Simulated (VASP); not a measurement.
SrO, 4 atoms in the cell. It takes space group P6_3mc (No. 186, hexagonal). Conventional cell: a = 3.896 Å, b = 3.896 Å, c = 6.362 Å, α = 90.00°, β = 90.00°, γ = 120.00°. Sr (site symmetry 3m) has 4 O at 2.39 Å within 3.2 Å. Within 3.2 Å of O (site symmetry 3m) lie 4 Sr at 2.39 Å. 

```yaml
Program: VASP 6.6.1
Task: relaxation of cell and atoms
Functional: PBE
Potentials_or_basis: VASP PAW PBE potentials, release 64 (Sr_sv, O)
Cutoff: 600 eV
k_mesh: 12 × 12 × 4
Occupations: fermi-dirac, width 0.02 eV
Spin: no spin polarisation
Dipole_correction: no
Further_INCAR_settings: ALGO = Normal; EDIFF = 1e-06; IBRION = 2; EDIFFG = -0.005; NSW = 80; ISIF = 3
```

Potentials or basis: VASP PAW PBE potentials, release 64 (Sr_sv, O).

Run with:

```console
$ cat potpaw_PBE.64/Sr_sv/POTCAR potpaw_PBE.64/O/POTCAR > POTCAR
$ mpirun -np 1 vasp_std > vasp.out
```

Hardware: 1 thread of Intel(R) Xeon(R) 6975P-C (Granite Rapids) (shared host).

Problem. Estimate the wall time of this run.

Solution. Wall time 18 min on 1 thread of Intel(R) Xeon(R) 6975P-C (Granite Rapids), on a shared host, peak memory 0.32 GiB. Counts: scf iterations 323, k points 57, ion steps 39.
